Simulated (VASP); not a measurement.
Input of a VASP 6.6.1 run:

Contents of INCAR:

```
  PREC = Accurate
  ENCUT = 520
  EDIFF = 1E-7
  ISMEAR = 0
  SIGMA = 0.15
  LREAL = False
  LASPH = True
  NELM = 80
  ALGO = Normal
  ISIF = 2
  LWAVE = False
  LCHARG = False
  GGA = PS
  NBANDS = 16
```

The input KPOINTS:

```
regular mesh
0
Gamma
  14 14 14
```

The input POSCAR:

```
InAs
1.0
    0.0000000000      3.0100052392      3.2968293967
    3.2968293967      0.0000000000      3.2968293967
    3.2968293967      3.0100052392      0.0000000000
In As
1 1
Direct
    0.0000000000      0.0000000000      0.0000000000
    0.7500000000      0.7500000000      0.7500000000
```

Potentials or basis: VASP PAW PBE potentials, release 64 (In_d, As).

Launch:

```console
$ cat potpaw_PBE.64/In_d/POTCAR potpaw_PBE.64/As/POTCAR > POTCAR
$ mpirun -np 1 vasp_std > vasp.out
```

(1) Predict the band gap on the k mesh.

(2) Estimate the pressure.

Results:

(1) 0.15 eV, indirect (least direct gap 0.33 eV).

(2) -5.8 GPa.

Caveat: the PAW data sets were made with another functional, which shifts forces and pressure a little; spin-orbit coupling is left out, which moves the levels of the heavy elements.
